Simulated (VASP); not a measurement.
# Ta3Cu (I4/mmm) in VASP: notebook

Ta3Cu is run at these levels: revPBE, BLYP, PBEsol; tasks: single point.

Everything below comes from runs of VASP 6.6.1. Logs are shortened: lines on timing, memory, paths and dates and some standing lists are left out, and cuts for length are marked.

### Step 1. The cell of the first run

Symmetry: I4/mmm, No. 139, tetragonal system. The conventional cell has a = 4.039 Å, b = 4.039 Å, c = 8.445 Å, α = 90.00°, β = 90.00°, γ = 90.00°. Ta (site symmetry 4/mmm) has 4 Cu at 2.86 Å and 8 Ta at 2.92 Å within 3.8 Å. Within 3.8 Å of Ta (site symmetry -4m2) lie 8 Ta at 2.86 to 2.92 Å and 4 Cu at 2.92 Å. Within 3.8 Å of Cu (site symmetry 4/mmm) lie 12 Ta at 2.86 to 2.92 Å.

### Step 2. Single point, revPBE

INCAR reads:

```
PREC = Accurate
ENCUT = 520
EDIFF = 1E-6
ISMEAR = -1
SIGMA = 0.05
LREAL = F
LASPH = T
NELM = 80
ALGO = Fast
ISIF = 2
LWAVE = F
LCHARG = F
GGA = RE
NBANDS = 30
```

KPOINTS reads:

```
Automatic mesh
0
Gamma
  7 7 7
```

POSCAR reads:

```
Ta3Cu
1.0
   -2.0194136389      2.0194136389      4.2223921988
    2.0194136389     -2.0194136389      4.2223921988
    2.0194136389      2.0194136389     -4.2223921988
Ta Cu
3 1
Direct
    0.5000000000      0.5000000000      0.0000000000
    0.2500000000      0.7500000000      0.5000000000
    0.7500000000      0.2500000000      0.5000000000
    0.0000000000      0.0000000000      0.0000000000
```

Potentials or basis: VASP PAW PBE potentials, release 64 (Ta_pv, Cu).

The run is started by

```sh
$ cat potpaw_PBE.64/Ta_pv/POTCAR potpaw_PBE.64/Cu/POTCAR > POTCAR
$ mpirun -np 1 vasp_std > vasp.out
```

OUTCAR:

```text
PREC = Accurate
   ENCUT = 520
   EDIFF = 1E-6
   ISMEAR = -1
   LREAL = F
   LASPH = T
   NELM = 80
   ISIF = 2
   GGA = RE

 ion  position               nearest neighbor table
   1  0.500  0.500  0.000-   4 2.86   4 2.86   4 2.86   4 2.86   3 2.92   2 2.92   3 2.92   3 2.92
                             2 2.92   2 2.92   3 2.92   2 2.92
   2  0.250  0.750  0.500-   3 2.86   3 2.86   3 2.86   3 2.86   4 2.92   1 2.92   4 2.92   1 2.92
                             4 2.92   4 2.92   1 2.92   1 2.92
   3  0.750  0.250  0.500-   2 2.86   2 2.86   2 2.86   2 2.86   4 2.92   1 2.92   4 2.92   4 2.92
                             1 2.92   1 2.92   4 2.92   1 2.92
   4  0.000  0.000  0.000-   1 2.86   1 2.86   1 2.86   1 2.86   3 2.92   2 2.92   3 2.92   2 2.92
                             3 2.92   3 2.92   2 2.92   2 2.92

  LATTYP: Found a body centered tetragonal cell.
 ALAT       =     4.0388272778
 C/A-ratio  =     2.0909001095

  Lattice vectors:

 A1 = (  -2.0194136389,   2.0194136389,   4.2223921988)
 A2 = (   2.0194136389,  -2.0194136389,   4.2223921988)
 A3 = (   2.0194136389,   2.0194136389,  -4.2223921988)

Analysis of symmetry for initial positions (statically):
=====================================================================
 Subroutine PRICEL returns:
 Original cell was already a primitive cell.

 Routine SETGRP: Setting up the symmetry group for a
 body centered tetragonal supercell.

 Subroutine GETGRP returns: Found 16 space group operations
 (whereof 16 operations were pure point group operations)
 out of a pool of 16 trial point group operations.

The static configuration has the point symmetry D_4h.

Analysis of symmetry for dynamics (positions and initial velocities):
=====================================================================
 Subroutine PRICEL returns:
 Original cell was already a primitive cell.

 Routine SETGRP: Setting up the symmetry group for a
 body centered tetragonal supercell.

 Subroutine GETGRP returns: Found 16 space group operations
 (whereof 16 operations were pure point group operations)
 out of a pool of 16 trial point group operations.

The dynamic configuration has the point symmetry D_4h.

 Subroutine INISYM returns: Found 16 space group operations
 (whereof 16 operations are pure point group operations),
 and found     1 'primitive' translations

----------------------------------------------------------------------------------------

                                     Primitive cell

  volume of cell :      68.8762

  direct lattice vectors                    reciprocal lattice vectors
    -2.019413639  2.019413639  4.222392199     0.000000000  0.247596624  0.118416285
     2.019413639 -2.019413639  4.222392199     0.247596624  0.000000000  0.118416285
     2.019413639  2.019413639 -4.222392199     0.247596624  0.247596624  0.000000000

  length of vectors
     5.097514960  5.097514960  5.097514960     0.274456745  0.274456745  0.350154504

  position of ions in fractional coordinates (direct lattice)
     0.500000000  0.500000000  0.000000000
     0.250000000  0.750000000  0.500000000
     0.750000000  0.250000000  0.500000000
     0.000000000  0.000000000  0.000000000

  ion indices of the primitive-cell ions
   primitive index   ion index
                 1           1
                 2           2
                 3           3
                 4           4

----------------------------------------------------------------------------------------

 KPOINTS: Automatic mesh

Automatic generation of k-mesh.
 Grid dimensions read from file:
 generate k-points for:    7    7    7

 Generating k-lattice:

  Cartesian coordinates                     Fractional coordinates (reciprocal lattice)
     0.000000000  0.035370946  0.016916612     0.142857143  0.000000000  0.000000000
     0.035370946  0.000000000  0.016916612     0.000000000  0.142857143  0.000000000
     0.035370946  0.035370946  0.000000000     0.000000000  0.000000000  0.142857143

  Length of vectors
     0.039208106  0.039208106  0.050022072

  Shift w.r.t. Gamma in fractional coordinates (k-lattice)
     0.000000000  0.000000000  0.000000000

 Subroutine IBZKPT returns following result:
 ===========================================

 Found     40 irreducible k-points:

 Following reciprocal coordinates:
            Coordinates               Weight
  0.000000  0.000000  0.000000      1.000000
  0.142857 -0.000000  0.000000      8.000000
  0.285714 -0.000000  0.000000      8.000000
  0.428571 -0.000000  0.000000      8.000000
  0.142857  0.142857  0.000000      8.000000
  0.285714  0.142857  0.000000     16.000000
[... 16 lines left out ...]
 -0.142857  0.285714  0.142857      8.000000
 -0.428571  0.428571  0.142857      8.000000
 [... further k-points ...]
   k-points           NKPTS =     40   k-points in BZ     NKDIM =     40   number of bands    NBANDS=     30
   number of dos      NEDOS =    301   number of ions     NIONS =      4
   total plane-waves  NPLWV =  64000
   dimension x,y,z NGX =    40 NGY =   40 NGZ =   40
   dimension x,y,z NGXF=    80 NGYF=   80 NGZF=   80
   ions per type =               3   1
   NGX,Y,Z   is equivalent  to a cutoff of  13.05, 13.05, 13.05 a.u.
   NGXF,Y,Z  is equivalent  to a cutoff of  26.09, 26.09, 26.09 a.u.
 SYSTEM =  unknown system
   PREC   = accura    normal or accurate (medium, high low for compatibility)
   ISTART =      0    job   : 0-new  1-cont  2-samecut
   ICHARG =      2    charge: 1-file 2-atom 10-const
   ISPIN  =      1    spin polarized calculation?
   LNONCOLLINEAR =      F non collinear calculations
   LSORBIT =      F    spin-orbit coupling
   LASPH  =      T    aspherical Exc in radial PAW
   ENCUT  =  520.0 eV  38.22 Ry    6.18 a.u.   9.48  9.48  9.48*2*pi/ulx,y,z
   NELM   =     80;   NELMIN=  2; NELMDL= -5     # of ELM steps
   EDIFF  = 0.1E-05   stopping-criterion for ELM
   LREAL  =      F    real-space projection
   EDIFFG = 0.1E-04   stopping-criterion for IOM
   NSW    =      0    number of steps for IOM
   IBRION =     -1    ionic relax: 0-MD 1-quasi-New 2-CG
   NFREE  =      0    steps in history (QN), initial steepest desc. (CG)
   ISIF   =      2    stress and relaxation
   ISYM   =      2    0-nonsym 1-usesym 2-fastsym
   POTIM  = 0.5000    time-step for ionic-motion
   TEBEG  =    0.0;   TEEND  =   0.0 temperature during run
   PSTRESS=    0.0 pullay stress
   NELECT =      44.0000    total number of electrons
   NUPDOWN=      -1.0000    fix difference up-down
   EMIN   =  10.00;   EMAX   =-10.00  energy-range for DOS
   EFERMI =   0.00;   METHOD = LEGACY
   ISMEAR =    -1;   SIGMA  =   0.05  broadening in eV -4-tet -1-fermi 0-gaus
   EFERMI_NEDOS =   21; number of points for ismear=-14 and -15
   IALGO  =     68    algorithm
   IMIX   =      4    mixing-type and parameters
     AMIX     =   0.40;   BMIX     =  1.00
     AMIX_MAG =   1.60;   BMIX_MAG =  1.00
  volume/ion in A,a.u.               =      17.22       116.20
  Fermi-wavevector in a.u.,A,eV,Ry     =   1.409947  2.664413 27.047696  1.987950
  Thomas-Fermi vector in A             =   2.531951
   LORBIT       =      0    0 simple, 1 ext, 2 COOP (PROOUT), +10 PAW based schemes
   GGA     = RE    functional components
   LHFCALC =     F    Hartree Fock is set to
   AEXX    =    0.0000 exact exchange contribution
   IVDW    =     0    specifies the selected vdW correction
   LEPSILON=     F    determine dielectric tensor
   LRPA    =     F    only Hartree local field effects (RPA)
 non-spin polarized calculation
 RMM-DIIS sequential band-by-band and
  energy-cutoff  :      520.00
  volume of cell :       68.88
 maximum number of plane-waves:      1881
 NGX is ok and might be reduce to    40
   NGX = 19   NGY = 19   NGZ = 19

 number of electron      43.9999990 magnetization

 Free energy of the ion-electron system (eV)
  ---------------------------------------------------
  ext. energy  EPLUGINS =         0.00000000
  ---------------------------------------------------
  free energy    TOTEN  =       -36.96397596 eV

  energy without entropy =      -36.93335005  energy(sigma->0) =      -36.94866301

 E-fermi :   5.9009     XC(G=0): -12.3490

 val. band max:        5.8738898199   @ k =   0.4286   0.2857   0.0000
 cond. band min:       5.9229253487   @ k =   0.1429   0.1429   0.0000
 fundamental gap:      0.0490355288
 Fermi energy:         5.9008907494

 k-point     1 :       0.0000    0.0000    0.0000
  band No.  band energies     occupation
      1     -28.7275      2.00000
      2     -28.5766      2.00000
      3     -28.5766      2.00000
      4     -28.4048      2.00000
      5     -28.4048      2.00000
      6     -28.2508      2.00000
[... 22 lines left out ...]
     29      10.1426      0.00000
     30      11.2170      0.00000

 k-point     2 :       0.1429   -0.0000    0.0000
  band No.  band energies     occupation
      1     -28.7172      2.00000
      2     -28.5600      2.00000
      3     -28.5576      2.00000
      4     -28.4331      2.00000
      5     -28.3912      2.00000
      6     -28.2033      2.00000
[... 22 lines left out ...]
     29      10.5526      0.00000
     30      10.7661      0.00000

 k-point     3 :       0.2857   -0.0000    0.0000
  band No.  band energies     occupation
      1     -28.6719      2.00000
      2     -28.5726      2.00000
      3     -28.5259      2.00000
      4     -28.3929      2.00000
      5     -28.3425      2.00000
      6     -28.1426      2.00000
[... 22 lines left out ...]
     29       9.6198      0.00000
     30      10.8159      0.00000

 k-point     4 :       0.4286   -0.0000    0.0000
  band No.  band energies     occupation
      1     -28.6586      2.00000
      2     -28.5134      2.00000
      3     -28.5040      2.00000
      4     -28.3360      2.00000
      5     -28.2583      2.00000
      6     -28.2226      2.00000
[... 22 lines left out ...]
     29       8.5897      0.00000
     30      11.0622      0.00000

 k-point     5 :       0.1429    0.1429    0.0000
  band No.  band energies     occupation
      1     -28.7111      2.00000
      2     -28.6102      2.00000
      3     -28.5417      2.00000
      4     -28.3851      2.00000
      5     -28.3453      2.00000
      6     -28.1701      2.00000
[... 22 lines left out ...]
     29      10.3707      0.00000
     30      10.7963      0.00000
[... 526 lines left out ...]
     29       9.6170      0.00000
     30       9.8845      0.00000

 k-point    22 :      -0.2857    0.2857    0.1429
  band No.  band energies     occupation
      1     -28.6813      2.00000
      2     -28.6274      2.00000
      3     -28.4773      2.00000
      4     -28.4085      2.00000
      5     -28.2851      2.00000
      6     -28.1463      2.00000
[... 22 lines left out ...]
     29       9.0105      0.00000
     30      10.7335      0.00000

 k-point    23 :      -0.1429    0.2857    0.1429
  band No.  band energies     occupation
      1     -28.6351      2.00000
      2     -28.5758      2.00000
      3     -28.4744      2.00000
      4     -28.3388      2.00000
      5     -28.3039      2.00000
      6     -28.1821      2.00000
[... 22 lines left out ...]
     29       8.8718      0.00000
     30      10.8931      0.00000

 k-point    24 :      -0.4286    0.4286    0.1429
  band No.  band energies     occupation
      1     -28.7287      2.00000
      2     -28.7096      2.00000
      3     -28.5880      2.00000
      4     -28.4010      2.00000
      5     -28.3282      2.00000
      6     -28.0411      2.00000
[... 22 lines left out ...]
     29       9.9852      0.00000
     30      10.6107      0.00000

 [... further k-points ...]

------------------------ aborting loop because EDIFF is reached ----------------------------------------

  FORCE on cell =-STRESS in cart. coord.  units (eV):
  Direction    XX          YY          ZZ          XY          YZ          ZX
  --------------------------------------------------------------------------------------
  -------------------------------------------------------------------------------------
  Total        0.0545942      0.0545942     -0.0376582      0.0000000     -0.0000000      0.0000000
  in kB        1.2699540      1.2699540     -0.8759943      0.0000000     -0.0000000      0.0000000
  external PRESSURE =       0.5546379 kB  Pullay stress =       0.0000000 kB

 VOLUME and BASIS-vectors are now :
 -----------------------------------------------------------------------------
  energy-cutoff  :      520.00
  volume of cell :       68.88
      direct lattice vectors                 reciprocal lattice vectors
    -2.019413639  2.019413639  4.222392199     0.000000000  0.247596624  0.118416285
     2.019413639 -2.019413639  4.222392199     0.247596624  0.000000000  0.118416285
     2.019413639  2.019413639 -4.222392199     0.247596624  0.247596624  0.000000000

 POSITION                                       TOTAL-FORCE (eV/Angst)
 -----------------------------------------------------------------------------------
      0.00000      0.00000      4.22239         0.000000      0.000000      0.000000
      2.01941     -0.00000      2.11120         0.000000      0.000000     -0.000000
     -0.00000      2.01941      2.11120        -0.000000     -0.000000      0.000000
      0.00000      0.00000      0.00000         0.000000      0.000000      0.000000
 -----------------------------------------------------------------------------------
    total drift:                               -0.000000     -0.000000      0.000000

  FREE ENERGIE OF THE ION-ELECTRON SYSTEM (eV)
  ---------------------------------------------------
  free  energy   TOTEN  =       -36.9639759641 eV

  energy  without entropy=      -36.9333500469  energy(sigma->0) =      -36.94866301
```

Wall time 3.2 min (1 thread of Intel Xeon Platinum 8259CL at 2.50GHz (Skylake/Cascade Lake), shared host); peak memory 0.28 GiB.

What came out:

| Item | Value |
| --- | --- |
| Free energy | -36.9640 eV |
| Pressure | 0.1 GPa |
| Band gap on the k mesh | zero (band 22 reaches 6.50 eV, above the bottom of band 23 at 5.61 eV) |

Levels at points of the mesh, in eV from the Fermi level:
```tsv
k point	band 18	band 19	band 20	band 21	band 22	band 23	band 24	band 25	band 26	band 27
(0.00, 0.00, 0.00)	-1.82	-1.58	-1.58	-0.17	-0.17	0.08	1.98	2.26	2.48	2.74
```

Caveat: the PAW data sets were made with another functional, which shifts forces and pressure a little; spin-orbit coupling is left out, which moves the levels of the heavy elements.

### Step 3. Single point, BLYP

This run uses another cell than the first one, of 17.58 Å³/atom, 1.021 times its volume.

INCAR reads:

```
SYSTEM = Ta3Cu
PREC = Accurate
ENCUT = 520
EDIFF = 1E-7
ISMEAR = -1
SIGMA = 0.05
LREAL = .FALSE.
LASPH = .TRUE.
NELM = 60
ALGO = Normal
ISIF = 2
LWAVE = .FALSE.
LCHARG = .FALSE.
GGA = B5
ALDAX = 1.0
AGGAX = 1.0
AGGAC = 1.0
ALDAC = 0.0
NBANDS = 30
```

KPOINTS reads:

```
regular mesh
0
G
  7 7 7
  0 0 0
```

POSCAR reads:

```
Ta3Cu
1.0
   -2.0363312135      2.0363312135      4.2400140365
    2.0363312135     -2.0363312135      4.2400140365
    2.0363312135      2.0363312135     -4.2400140365
Ta Cu
3 1
Direct
    0.5000000000      0.5000000000      0.0000000000
    0.2500000000      0.7500000000      0.5000000000
    0.7500000000      0.2500000000      0.5000000000
    0.0000000000      0.0000000000      0.0000000000
```

Potentials or basis: VASP PAW PBE potentials, release 64 (Ta_pv, Cu).

The run is started by

```sh
$ cat potpaw_PBE.64/Ta_pv/POTCAR potpaw_PBE.64/Cu/POTCAR > POTCAR
$ mpirun -np 1 vasp_std > vasp.out
```

It took 3.1 min on 1 thread of Intel Xeon Platinum 8259CL at 2.50GHz (Skylake/Cascade Lake), shared host; peak memory 0.28 GiB.

The run converged. Its results:

| Quantity | Value |
| --- | --- |
| Free energy | -33.3027 eV |
| Pressure | 0.8 GPa |
| Band gap on the k mesh | zero (band 22 reaches 6.84 eV, above the bottom of band 23 at 5.92 eV) |

Stress tensor (GPa, compression positive):
```
0.93 0.00 0.00
0.00 0.93 0.00
0.00 0.00 0.68
```

Levels at points of the mesh, in eV from the Fermi level:
| k point | band 20 | band 21 | band 22 | band 23 | band 24 | band 25 |
| --- | --- | --- | --- | --- | --- | --- |
| (0.00, 0.00, 0.00) | -1.53 | -0.22 | -0.22 | 0.07 | 2.15 | 2.17 |

Caveat: the PAW data sets were made with another functional, which shifts forces and pressure a little; spin-orbit coupling is left out, which moves the levels of the heavy elements.

### Step 4. Single point, PBEsol

This run uses another cell than the first one, of 15.93 Å³/atom, 0.925 times its volume.

INCAR reads:

```
PREC = Accurate ; ENCUT = 520
EDIFF = 1E-7 ; ISMEAR = -1
SIGMA = 0.05 ; LREAL = False
LASPH = True ; NELM = 100
ALGO = Fast ; ISIF = 2
LWAVE = False ; LCHARG = False
GGA = PS ; NBANDS = 30
```

KPOINTS reads:

```
regular mesh
0
Gamma
  9 9 9
```

POSCAR reads:

```
Ta3Cu
1.0
   -1.9655463842      1.9655463842      4.1222648751
    1.9655463842     -1.9655463842      4.1222648751
    1.9655463842      1.9655463842     -4.1222648751
Ta Cu
3 1
Direct
    0.5000000000      0.5000000000      0.0000000000
    0.2500000000      0.7500000000      0.5000000000
    0.7500000000      0.2500000000      0.5000000000
    0.0000000000      0.0000000000      0.0000000000
```

The run is started by

```sh
$ cat potpaw_PBE.64/Ta_pv/POTCAR potpaw_PBE.64/Cu/POTCAR > POTCAR
$ mpirun -np 1 vasp_std > vasp.out
```

It took 2.7 min on 1 thread of Intel Xeon 6975P-C (Granite Rapids), shared host; peak memory 0.33 GiB.

It converged, with:

- Free energy: -41.2523 eV
- Pressure: 6.1 GPa
- Band gap on the k mesh: zero (band 22 reaches 7.37 eV, above the bottom of band 23 at 5.90 eV)

Stress tensor (GPa, compression positive):
```
6.45 0.00 0.00
0.00 6.45 0.00
0.00 0.00 5.32
```

Levels at points of the mesh, in eV from the Fermi level:
| k point | band 19 | band 20 | band 21 | band 22 | band 23 | band 24 | band 25 | band 26 |
| --- | --- | --- | --- | --- | --- | --- | --- | --- |
| (0.00, 0.00, 0.00) | -1.79 | -1.79 | -0.20 | -0.20 | 0.06 | 2.24 | 2.38 | 2.59 |

Caveat: the PAW data sets were made with another functional, which shifts forces and pressure a little; spin-orbit coupling is left out, which moves the levels of the heavy elements.

### Step 5. Single point, PBEsol

This run uses another cell than the first one, of 16.26 Å³/atom, 0.945 times its volume.

INCAR reads:

```
SYSTEM = Ta3Cu
ALGO = Fast
EDIFF = 1E-6
ENCUT = 520
GGA = PS
ISIF = 2
ISMEAR = -1
LASPH = .True.
LCHARG = .False.
LREAL = .False.
LWAVE = .False.
NBANDS = 30
NELM = 80
PREC = Accurate
SIGMA = 0.05
```

KPOINTS reads:

```
k-points
0
Gamma
  9 9 9
  0 0 0
```

POSCAR reads:

```
Ta3Cu
1.0
   -1.9793887163      1.9793887163      4.1512958659
    1.9793887163     -1.9793887163      4.1512958659
    1.9793887163      1.9793887163     -4.1512958659
Ta Cu
3 1
Direct
    0.5000000000      0.5000000000      0.0000000000
    0.2500000000      0.7500000000      0.5000000000
    0.7500000000      0.2500000000      0.5000000000
    0.0000000000      0.0000000000      0.0000000000
```

The run is started by

```sh
$ cat potpaw_PBE.64/Ta_pv/POTCAR potpaw_PBE.64/Cu/POTCAR > POTCAR
$ mpirun -np 1 vasp_std > vasp.out
```

Wall time 2.5 min (1 thread of Intel Xeon 6975P-C (Granite Rapids), shared host); peak memory 0.33 GiB.

It converged, with:

| Item | Value |
| --- | --- |
| Free energy | -41.2849 eV |
| Pressure | 1.7 GPa |
| Band gap on the k mesh | zero (band 22 reaches 7.13 eV, above the bottom of band 23 at 5.71 eV) |

Stress tensor (GPa, compression positive):
```
1.94 0.00 0.00
0.00 1.94 0.00
0.00 0.00 1.08
```

Levels at points of the mesh, in eV from the Fermi level:
```csv
k point,band 19,band 20,band 21,band 22,band 23,band 24,band 25,band 26
"(0.00, 0.00, 0.00)",-1.74,-1.74,-0.19,-0.19,0.06,2.16,2.33,2.54
```

Caveat: the PAW data sets were made with another functional, which shifts forces and pressure a little; spin-orbit coupling is left out, which moves the levels of the heavy elements.

(Part 1 of 2 ends here.)
